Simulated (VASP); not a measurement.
Runs of VASP 6.6.1 on Pt. The structure is that of space group Fm-3m (No. 225), or close to it. The cells are those of the table. 

```tsv
level	spin	cell	k mesh	cutoff (eV)	smearing	dipole correction	grid for exact exchange (PRECFOCK)	share of exact exchange	screening parameter	tolerance level	gap on the mesh (eV)	pressure (GPa)	moment (μB)
PBEsol-based screened hybrid with 25 % exact exchange	off	a = 2.773 Å, angles 60.0°, 1 atom	6 × 6 × 6	520	fermi-dirac 0.05 eV	no	Normal	0.25	0.207 1/Å	-	none	-8.4	-
pbe exchange, lda correlation	non-collinear, typed start	a = 2.773 Å, angles 60.0°, 1 atom	9 × 9 × 9	500	methfessel-paxton 0.01 eV	no	-	-	-	-	none	29.8	0.03
pbe exchange, lda correlation	non-collinear, typed start	a = 2.717 Å, angles 60.0°, 1 atom	9 × 9 × 9	500	methfessel-paxton 0.01 eV	no	-	-	-	-	none	53.6	0.03
TPSS	off	a = 2.773 Å, angles 60.0°, 1 atom	12 × 12 × 12	440	methfessel-paxton 0.1 eV	-	-	-	-	standard	none	(a)	-
```

Problem. Estimate the missing entries.

Solution. (a) 5.4.

Caveats: some runs use coarse meshes; the PAW data sets were made with another functional, which shifts forces and pressure a little; spin-orbit coupling is left out, which moves the levels of the heavy elements; the cell stands under pressure (at least some runs).

A k mesh can miss the band edges, and the runs leave out spin-orbit coupling on Pt.

A gap of «none» marks levels without a gap at the run's occupations.
